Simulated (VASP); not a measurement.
A run of VASP 6.6.1 is set up as follows.

Contents of POSCAR:

```
Ti
1.0
    0.0000000000      1.9843250000      2.0300000000
    2.0756750000      0.0000000000      2.0300000000
    2.0756750000      1.9843250000      0.0000000000
Ti
1
Direct
    0.0000000000      0.0000000000      0.0000000000
```

File INCAR.step1:

```
SYSTEM = Ti
  PREC = Accurate
  ENCUT = 520
  ISMEAR = 0
  SIGMA = 0.15
  LREAL = .FALSE.
  LASPH = .TRUE.
  NELM = 100
  NBANDS = 12
  GGA = PE
  ALGO = Normal
  EDIFF = 1E-4
  LWAVE = .TRUE.
  LCHARG = .FALSE.
```

INCAR.step2

```
SYSTEM = Ti
  PREC = Accurate
  ENCUT = 520
  EDIFF = 1E-7
  ISMEAR = 0
  SIGMA = 0.15
  LREAL = .FALSE.
  LASPH = .TRUE.
  NELM = 100
  ALGO = Normal
  ISIF = 2
  LWAVE = .FALSE.
  LCHARG = .FALSE.
  METAGGA = R2SCAN
  LMIXTAU = .TRUE.
  NBANDS = 12
  ISTART = 1
```

KPOINTS

```
regular mesh
0
G
  20 20 20
  0 0 0
```

Potentials or basis: VASP PAW PBE potentials, release 64 (Ti_sv).

Launch:

```sh
$ cat potpaw_PBE.64/Ti_sv/POTCAR > POTCAR
$ cp INCAR.step1 INCAR
$ mpirun -np 1 vasp_std > vasp.out
$ cp INCAR.step2 INCAR
$ mpirun -np 1 vasp_std > vasp.out
```

**Question.** What does it give for the pressure?

**Answer.** 4.9 GPa.

**Question.** Predict the band gap on the k mesh.

**Answer.** Zero (bands 6 and 7 overlap by 1.49 eV).

Stress tensor (GPa, compression positive):
```
4.17 0.00 0.00
0.00 5.63 0.00
0.00 0.00 4.87
```

Caveat: the cell differs from its parent crystal (strain +0.0225 x Voigt [1, -1, 0, 0, 0, 0]); the cell stands under pressure; the PAW data sets were made with another functional, which shifts forces and pressure a little.
